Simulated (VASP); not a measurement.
Runs of VASP 6.6.1 on CaTa. The structure is that of space group Pm-3m (No. 221), or close to it. The cells are those of the table. 

```tsv
task	cell	k mesh	cutoff (eV)	gap on the mesh (eV)	pressure (GPa)	relaxed volume (Å³/atom)
relaxation of cell and atoms	relaxed from a = 3.675 Å, 2 atoms	16 × 16 × 16	600	none	0.0	(b)
single point	a = 3.586 Å, 2 atoms	6 × 6 × 6	500	none	4.7	-
single point	a = 3.675 Å, 2 atoms	6 × 6 × 6	500	none	(a)	-
relaxation of cell and atoms	relaxed from a = 3.586 Å, 2 atoms	6 × 6 × 6	500	none	0.0	24.79
single point	a = 3.657 Å, 2 atoms	16 × 16 × 16	520	none	0.1	-
```

Alike in all rows: level PBE; potentials or basis VASP PAW PBE potentials, release 64 (Ca_sv, Ta_pv); no spin polarisation; smearing gaussian 0.1 eV.

Problem. Fill in the values left out.

Solution. (a) -0.1; (b) 24.48.

Caveats: spin-orbit coupling is left out, which moves the levels of the heavy elements; the cell stands under pressure (at least some runs).

A k mesh can miss the band edges, and the runs leave out spin-orbit coupling on Ta.

A gap of «none» marks levels without a gap at the run's occupations.
